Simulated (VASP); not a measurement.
# LaFePO (P4/nmm) in VASP: a series of runs

The runs below take LaFePO through single point, with PBEsol.

All numbers are computed with VASP 6.6.1; they aren't measurements. Logs are shortened: lines on timing, memory, paths and dates and some standing lists are left out, and cuts for length are marked.

## Step 1: The cell of the first run

It takes space group P4/nmm (No. 129, tetragonal). The conventional cell has a = 4.096 Å, b = 4.096 Å, c = 9.145 Å, α = 90.00°, β = 90.00°, γ = 90.00°. La (site symmetry 4mm) has 4 O at 2.39 Å within 3.2 Å. Within 3.4 Å of Fe (site symmetry -4m2) lie 4 P at 2.55 Å and 4 Fe at 2.90 Å. Within 3.5 Å of P (site symmetry 4mm) lie 4 Fe at 2.55 Å and 4 La at 3.42 Å. Within 3.2 Å of O (site symmetry -4m2) lie 4 La at 2.39 Å and 4 O at 2.90 Å.

## Step 2: Single point, PBEsol, collinear spin, ferromagnetic start

Input file INCAR:

```
SYSTEM = LaFePO
  ALGO = Normal
  EDIFF = 1E-6
  ENCUT = 520
  GGA = PS
  ISIF = 2
  ISMEAR = -1
  ISPIN = 2
  LASPH = .True.
  LCHARG = .True.
  LELF = .True.
  LMAXMIX = 6
  LORBIT = 11
  LREAL = .False.
  LVHAR = .True.
  LWAVE = .False.
  MAGMOM = 0 0 3.5 3.5 0 0 0 0
  NBANDS = 44
  NELM = 150
  PREC = Accurate
  SIGMA = 0.1
```

Input file KPOINTS:

```
k-points
0
Gamma
  7 7 3
  0 0 0
```

Input file POSCAR:

```
LaFePO
1.0
    4.0958270105      0.0000000000      0.0000000000
    0.0000000000      4.0958270105      0.0000000000
    0.0000000000      0.0000000000      9.1451471839
La Fe P O
2 2 2 2
Direct
    0.5000000000      0.0000000000      0.1351500000
    0.0000000000      0.5000000000      0.8648500000
    0.0000000000      0.0000000000      0.5000000000
    0.5000000000      0.5000000000      0.5000000000
    0.5000000000      0.0000000000      0.6657500000
    0.0000000000      0.5000000000      0.3342500000
    0.0000000000      0.0000000000      0.0000000000
    0.5000000000      0.5000000000      0.0000000000
```

Potentials or basis: VASP PAW PBE potentials, release 64 (La, Fe, P, O).

On the command line:

```console
cat potpaw_PBE.64/La/POTCAR potpaw_PBE.64/Fe/POTCAR potpaw_PBE.64/P/POTCAR potpaw_PBE.64/O/POTCAR > POTCAR
mpirun -np 1 vasp_std > vasp.out
```

OUTCAR:

```text
SYSTEM = LaFePO
   EDIFF = 1E-6
   ENCUT = 520
   GGA = PS
   ISIF = 2
   ISMEAR = -1
   ISPIN = 2
   LASPH = .True.
   LORBIT = 11
   LREAL = .False.
   NELM = 150
   PREC = Accurate

 ion  position               nearest neighbor table
   1  0.500  0.000  0.135-   7 2.39   8 2.39   8 2.39   7 2.39
   2  0.000  0.500  0.865-   7 2.39   8 2.39   7 2.39   8 2.39
   3  0.000  0.000  0.500-   5 2.55   6 2.55   6 2.55   5 2.55   4 2.90   4 2.90   4 2.90   4 2.90

   4  0.500  0.500  0.500-   5 2.55   6 2.55   5 2.55   6 2.55   3 2.90   3 2.90   3 2.90   3 2.90

   5  0.500  0.000  0.666-   3 2.55   4 2.55   4 2.55   3 2.55
   6  0.000  0.500  0.334-   3 2.55   4 2.55   3 2.55   4 2.55
   7  0.000  0.000  0.000-   1 2.39   2 2.39   2 2.39   1 2.39
   8  0.500  0.500  0.000-   1 2.39   2 2.39   1 2.39   2 2.39

  LATTYP: Found a simple tetragonal cell.
 ALAT       =     4.0958270105
 C/A-ratio  =     2.2327962486

  Lattice vectors:

 A1 = (   4.0958270105,   0.0000000000,   0.0000000000)
 A2 = (   0.0000000000,   4.0958270105,   0.0000000000)
 A3 = (   0.0000000000,   0.0000000000,   9.1451471839)

Analysis of symmetry for initial positions (statically):
=====================================================================
 Subroutine PRICEL returns:
 Original cell was already a primitive cell.

 Routine SETGRP: Setting up the symmetry group for a
 simple tetragonal supercell.

 Subroutine GETGRP returns: Found 16 space group operations
 (whereof  8 operations were pure point group operations)
 out of a pool of 16 trial point group operations.

The static configuration has the point symmetry D_2d.
 The point group associated with its full space group is D_4h.

Analysis of symmetry for dynamics (positions and initial velocities):
=====================================================================
 Subroutine PRICEL returns:
 Original cell was already a primitive cell.

 Routine SETGRP: Setting up the symmetry group for a
 simple tetragonal supercell.

 Subroutine GETGRP returns: Found 16 space group operations
 (whereof  8 operations were pure point group operations)
 out of a pool of 16 trial point group operations.

The dynamic configuration has the point symmetry D_2d.
 The point group associated with its full space group is D_4h.

Analysis of structural, dynamic, and magnetic symmetry:
=====================================================================
 Subroutine PRICEL returns:
 Original cell was already a primitive cell.

 Routine SETGRP: Setting up the symmetry group for a
 simple tetragonal supercell.

 Subroutine GETGRP returns: Found 16 space group operations
 (whereof  8 operations were pure point group operations)
 out of a pool of 16 trial point group operations.

The overall configuration has the point symmetry D_2d.
 The point group associated with its full space group is D_4h.

 Subroutine INISYM returns: Found 16 space group operations
 (whereof  8 operations are pure point group operations),
 and found     1 'primitive' translations

----------------------------------------------------------------------------------------

                                     Primitive cell

  volume of cell :     153.4172

  direct lattice vectors                    reciprocal lattice vectors
     4.095827010  0.000000000  0.000000000     0.244150936  0.000000000  0.000000000
     0.000000000  4.095827010  0.000000000     0.000000000  0.244150936  0.000000000
     0.000000000  0.000000000  9.145147184     0.000000000  0.000000000  0.109347611

  length of vectors
     4.095827010  4.095827010  9.145147184     0.244150936  0.244150936  0.109347611

  position of ions in fractional coordinates (direct lattice)
     0.500000000  0.000000000  0.135150000
     0.000000000  0.500000000  0.864850000
     0.000000000  0.000000000  0.500000000
     0.500000000  0.500000000  0.500000000
[... 65 lines left out ...]
   number of dos      NEDOS =    301   number of ions     NIONS =      8
   total plane-waves  NPLWV =  63000
   dimension x,y,z NGX =    30 NGY =   30 NGZ =   70
   dimension x,y,z NGXF=    60 NGYF=   60 NGZF=  140
   ions per type =               2   2   2   2
   NGX,Y,Z   is equivalent  to a cutoff of  12.18, 12.18, 12.73 a.u.
   NGXF,Y,Z  is equivalent  to a cutoff of  24.35, 24.35, 25.45 a.u.
 SYSTEM =  LaFePO
   PREC   = accura    normal or accurate (medium, high low for compatibility)
   ISTART =      0    job   : 0-new  1-cont  2-samecut
   ICHARG =      2    charge: 1-file 2-atom 10-const
   ISPIN  =      2    spin polarized calculation?
   LNONCOLLINEAR =      F non collinear calculations
   LSORBIT =      F    spin-orbit coupling
   LASPH  =      T    aspherical Exc in radial PAW
   ENCUT  =  520.0 eV  38.22 Ry    6.18 a.u.   7.62  7.62 17.00*2*pi/ulx,y,z
   NELM   =    150;   NELMIN=  2; NELMDL= -5     # of ELM steps
   EDIFF  = 0.1E-05   stopping-criterion for ELM
   LREAL  =      F    real-space projection
   EDIFFG = 0.1E-04   stopping-criterion for IOM
   NSW    =      0    number of steps for IOM
   IBRION =     -1    ionic relax: 0-MD 1-quasi-New 2-CG
   NFREE  =      0    steps in history (QN), initial steepest desc. (CG)
   ISIF   =      2    stress and relaxation
   ISYM   =      2    0-nonsym 1-usesym 2-fastsym
   POTIM  = 0.5000    time-step for ionic-motion
   TEBEG  =    0.0;   TEEND  =   0.0 temperature during run
   PSTRESS=    0.0 pullay stress
   NELECT =      60.0000    total number of electrons
   NUPDOWN=      -1.0000    fix difference up-down
   EMIN   =  10.00;   EMAX   =-10.00  energy-range for DOS
   EFERMI =   0.00;   METHOD = LEGACY
   ISMEAR =    -1;   SIGMA  =   0.10  broadening in eV -4-tet -1-fermi 0-gaus
   EFERMI_NEDOS =   21; number of points for ismear=-14 and -15
   IALGO  =     38    algorithm
   IMIX   =      4    mixing-type and parameters
     AMIX     =   0.40;   BMIX     =  1.00
     AMIX_MAG =   1.60;   BMIX_MAG =  1.00
  volume/ion in A,a.u.               =      19.18       129.41
  Fermi-wavevector in a.u.,A,eV,Ry     =   1.197202  2.262383 19.501116  1.433292
  Thomas-Fermi vector in A             =   2.333122
   LORBIT       =     11    0 simple, 1 ext, 2 COOP (PROOUT), +10 PAW based schemes
   GGA     = PS    functional components
   LHFCALC =     F    Hartree Fock is set to
   AEXX    =    0.0000 exact exchange contribution
   IVDW    =     0    specifies the selected vdW correction
   LEPSILON=     F    determine dielectric tensor
   LRPA    =     F    only Hartree local field effects (RPA)
 spin polarized calculation
  energy-cutoff  :      520.00
  volume of cell :      153.42
 maximum number of plane-waves:      4149
   NGX = 15   NGY = 15   NGZ = 35

 number of electron      59.9999991 magnetization       6.0500292

 Free energy of the ion-electron system (eV)
  ---------------------------------------------------
  ext. energy  EPLUGINS =         0.00000000
  ---------------------------------------------------
  free energy    TOTEN  =       -63.99064273 eV

  energy without entropy =      -63.78931554  energy(sigma->0) =      -63.88997913

 E-fermi :   5.9888     XC(G=0): -10.3917

 val. band max:        5.9886311985   @ k =   0.2857   0.0000   0.3333
 cond. band min:       5.9918216890   @ k =   0.4286   0.0000   0.0000
 fundamental gap:      0.0031904905
 Fermi energy:         5.9887766296

 spin component 1

 k-point     1 :       0.0000    0.0000    0.0000
  band No.  band energies     occupation
      1     -25.9506      1.00000
      2     -25.7565      1.00000
      3     -12.9169      1.00000
      4     -11.5948      1.00000
      5      -9.7994      1.00000
      6      -9.7994      1.00000
[... 889 lines left out ...]
     41       9.1140      0.00000
     42       9.1525      0.00000
 Fermi energy:         5.9887766296

 spin component 2

 k-point     1 :       0.0000    0.0000    0.0000
  band No.  band energies     occupation
      1     -25.9417      1.00000
      2     -25.7476      1.00000
      3     -12.9106      1.00000
      4     -11.5865      1.00000
      5      -9.7892      1.00000
      6      -9.7892      1.00000
[... 889 lines left out ...]
     41       9.2267      0.00000
     42       9.2411      0.00000
 [bands above 42 left out]

------------------------ aborting loop because EDIFF is reached ----------------------------------------

  FORCE on cell =-STRESS in cart. coord.  units (eV):
  Direction    XX          YY          ZZ          XY          YZ          ZX
  --------------------------------------------------------------------------------------
  -------------------------------------------------------------------------------------
  Total      -12.4113492    -12.4113492    -11.0549940      0.0000000     -0.0000000      0.0000000
  in kB     -129.6151196   -129.6151196   -115.4503311      0.0000000     -0.0000000      0.0000000
  external PRESSURE =    -124.8935235 kB  Pullay stress =       0.0000000 kB

 VOLUME and BASIS-vectors are now :
 -----------------------------------------------------------------------------
  energy-cutoff  :      520.00
  volume of cell :      153.42
      direct lattice vectors                 reciprocal lattice vectors
     4.095827010  0.000000000  0.000000000     0.244150936  0.000000000  0.000000000
     0.000000000  4.095827010  0.000000000     0.000000000  0.244150936  0.000000000
     0.000000000  0.000000000  9.145147184     0.000000000  0.000000000  0.109347611

 POSITION                                       TOTAL-FORCE (eV/Angst)
 -----------------------------------------------------------------------------------
      2.04791      0.00000      1.23597        -0.000000      0.000000     -0.246896
      0.00000      2.04791      7.90918         0.000000      0.000000      0.246896
      0.00000      0.00000      4.57257        -0.000000      0.000000      0.000000
      2.04791      2.04791      4.57257         0.000000     -0.000000      0.000000
      2.04791      0.00000      6.08838        -0.000000     -0.000000     -1.731098
      0.00000      2.04791      3.05677        -0.000000      0.000000      1.731098
      0.00000      0.00000      0.00000        -0.000000      0.000000      0.000000
      2.04791      2.04791      0.00000        -0.000000     -0.000000      0.000000
 -----------------------------------------------------------------------------------
    total drift:                                0.000000      0.000000      0.000000

  FREE ENERGIE OF THE ION-ELECTRON SYSTEM (eV)
  ---------------------------------------------------
  free  energy   TOTEN  =       -63.9906427274 eV

  energy  without entropy=      -63.7893155419  energy(sigma->0) =      -63.88997913

 total charge

# of ion       s       p       d       f       tot
--------------------------------------------------
    1        2.031   5.658   0.633   0.224   8.546
    2        2.031   5.658   0.633   0.224   8.546
    3        0.346   0.354   6.091   0.000   6.791
    4        0.346   0.354   6.091   0.000   6.791
    5        1.031   1.391   0.000   0.000   2.422
    6        1.031   1.391   0.000   0.000   2.422
    7        1.564   3.432   0.000   0.000   4.996
    8        1.564   3.432   0.000   0.000   4.996
--------------------------------------------------
tot          9.945  21.670  13.446   0.449  45.509

 magnetization (x)

# of ion       s       p       d       f       tot
--------------------------------------------------
    1        0.001   0.000   0.005   0.008   0.015
    2        0.001   0.000   0.005   0.008   0.015
    3        0.023   0.029   2.815   0.000   2.868
    4        0.023   0.029   2.815   0.000   2.868
    5        0.004   0.005   0.000   0.000   0.009
    6        0.004   0.005   0.000   0.000   0.009
    7        0.000   0.004   0.000   0.000   0.004
    8        0.000   0.004   0.000   0.000   0.004
--------------------------------------------------
tot          0.057   0.077   5.641   0.017   5.792
```

Wall time 5.1 min (1 thread of Intel Xeon 6975P-C (Granite Rapids), shared host); peak memory 0.44 GiB.

Results:

```yaml
Free_energy: -63.9906 eV
Pressure: -12.5 GPa
Largest_force: 1.731 eV/Å
Net_moment: 6.05 μB per cell
Site_moments: La +0.01; Fe +2.87; P +0.01; O +0.00 μB
Valence_electrons_inside_the_program's_atomic_spheres: La 8.55; Fe 6.79; P 2.42; O 5.00
```

Forces in eV/Å, atoms in the order of the input:
```
La   0.000  0.000 -0.247
La   0.000  0.000  0.247
Fe   0.000  0.000  0.000
Fe   0.000  0.000  0.000
P    0.000  0.000 -1.731
P    0.000  0.000  1.731
O    0.000  0.000  0.000
O    0.000  0.000  0.000
```

Caveat: the cell stands under tension; the PAW data sets were made with another functional, which shifts forces and pressure a little; spin-orbit coupling is left out, which moves the levels of the heavy elements; the run started ferromagnetic, and an antiferromagnetic order may lie lower in energy.

## Step 3: Single point, PBEsol, collinear spin, ferromagnetic start

This run uses another cell than the first one, of 19.55 Å³/atom.

Input file INCAR:

```
SYSTEM = LaFePO
PREC = Accurate
ENCUT = 520
EDIFF = 1E-6
ISMEAR = -1
SIGMA = 0.1
LREAL = .FALSE.
LASPH = .TRUE.
NELM = 150
ALGO = Normal
ISIF = 2
LWAVE = .FALSE.
LCHARG = .TRUE.
ISPIN = 2
MAGMOM = 0 0 3.5 3.5 0 0 0 0
LORBIT = 11
LMAXMIX = 6
GGA = PS
LELF = .TRUE.
LVHAR = .TRUE.
NBANDS = 44
```

Input file KPOINTS:

```
regular mesh
0
G
  7 7 3
  0 0 0
```

Changes to POSCAR since step 2:

```diff
@@ -2,5 +2,5 @@
 1.0
-    4.0958270105      0.0000000000      0.0000000000
-    0.0000000000      4.0958270105      0.0000000000
-    0.0000000000      0.0000000000      9.1451471839
+    4.1224240350      0.0000000000      0.0000000000
+    0.0000000000      4.1224240350      0.0000000000
+    0.0000000000      0.0000000000      9.2045329205
 La Fe P O
```

Potentials or basis: VASP PAW PBE potentials, release 64 (La, Fe, P, O).

On the command line:

```console
cat potpaw_PBE.64/La/POTCAR potpaw_PBE.64/Fe/POTCAR potpaw_PBE.64/P/POTCAR potpaw_PBE.64/O/POTCAR > POTCAR
mpirun -np 1 vasp_std > vasp.out
```

Wall time 4.8 min (1 thread of Intel Xeon 6975P-C (Granite Rapids), shared host); peak memory 0.47 GiB.

Results (log left out):

```
Free energy                                           : -63.7481 eV
Pressure                                              : -13.5 GPa
Largest force                                         : 1.725 eV/Å
Net moment                                            : 6.23 μB per cell
Site moments                                          : La +0.02; Fe +2.93; P +0.02; O +0.01 μB
Valence electrons inside the program's atomic spheres : La 8.52; Fe 6.76; P 2.42; O 4.99
```

Forces on the atoms (eV/Å):
```
La   0.000  0.000 -0.483
La   0.000  0.000  0.483
Fe   0.000  0.000  0.000
Fe   0.000  0.000  0.000
P    0.000  0.000 -1.725
P    0.000  0.000  1.725
O    0.000  0.000  0.000
O    0.000  0.000  0.000
```

Stress tensor (GPa, compression positive):
```
-14.07   0.00   0.00
  0.00 -14.07   0.00
  0.00   0.00 -12.46
```

Levels at points of the mesh, in eV from the Fermi level:
Spin up:
```tsv
k point	band 31	band 32	band 33	band 34	band 35	band 36
(0.00, 0.00, 0.00)	-1.13	0.15	0.86	0.86	1.84	2.29
```
Spin down:
| k point | band 22 | band 23 | band 24 | band 25 | band 26 | band 27 | band 28 | band 29 | band 30 | band 31 |
| --- | --- | --- | --- | --- | --- | --- | --- | --- | --- | --- |
| (0.00, 0.00, 0.00) | -2.05 | -1.76 | -1.76 | -1.07 | 0.00 | 0.10 | 0.69 | 0.81 | 0.81 | 1.13 |

Caveat: the cell stands under tension; the PAW data sets were made with another functional, which shifts forces and pressure a little; spin-orbit coupling is left out, which moves the levels of the heavy elements; the run started ferromagnetic, and an antiferromagnetic order may lie lower in energy. With open d or f shells a metallic result of PBEsol can be an artefact of self-interaction; +U or a hybrid may open a gap.
